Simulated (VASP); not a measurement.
Write the native input for VASP 6.6.1 that does the following.

```
Task                   : single point
Functional             : PBEsol
Potentials or basis    : VASP PAW PBE potentials, release 64 (Hg, Te)
Cutoff                 : 520 eV
k mesh                 : 6 × 6 × 6
Occupations            : gaussian, width 0.05 eV
Spin                   : no spin polarisation
Dipole correction      : no
Further INCAR settings : ALGO = Normal; EDIFF = 1e-06; NBANDS = 16
```

The structure of HgTe lies in POSCAR:

```
HgTe
1.0
    0.0000000000      3.2344025567      3.2344025567
    3.2344025567      0.0000000000      3.2344025567
    3.2344025567      3.2344025567      0.0000000000
Hg Te
1 1
Direct
    0.0000000000      0.0000000000      0.0000000000
    0.2500000000      0.2500000000      0.2500000000
```

This cell differs from its parent crystal: volume scaled by 0.98.

One way to write it, as run:

INCAR

```
PREC = Accurate ; ENCUT = 520
EDIFF = 1E-6 ; ISMEAR = 0
SIGMA = 0.05 ; LREAL = False
LASPH = True ; NELM = 60
ALGO = Normal ; ISIF = 2
LWAVE = False ; LCHARG = True
GGA = PS ; LELF = True
LVHAR = True ; NBANDS = 16
```

KPOINTS

```
regular mesh
0
Gamma
  6 6 6
```

Potentials or basis: VASP PAW PBE potentials, release 64 (Hg, Te).

Run with:

```console
$ cat potpaw_PBE.64/Hg/POTCAR potpaw_PBE.64/Te/POTCAR > POTCAR
$ mpirun -np 1 vasp_std > vasp.out
```

It gave:

- Pressure: 1.0 GPa
- Band gap on the k mesh: zero (filled and empty bands touch)

Caveat: the PAW data sets were made with another functional, which shifts forces and pressure a little; spin-orbit coupling is left out, which moves the levels of the heavy elements.

Wall time 22 s on 1 thread of AMD EPYC 7R43 64-Core Processor (Zen 3), on a shared host, peak memory 0.17 GiB.
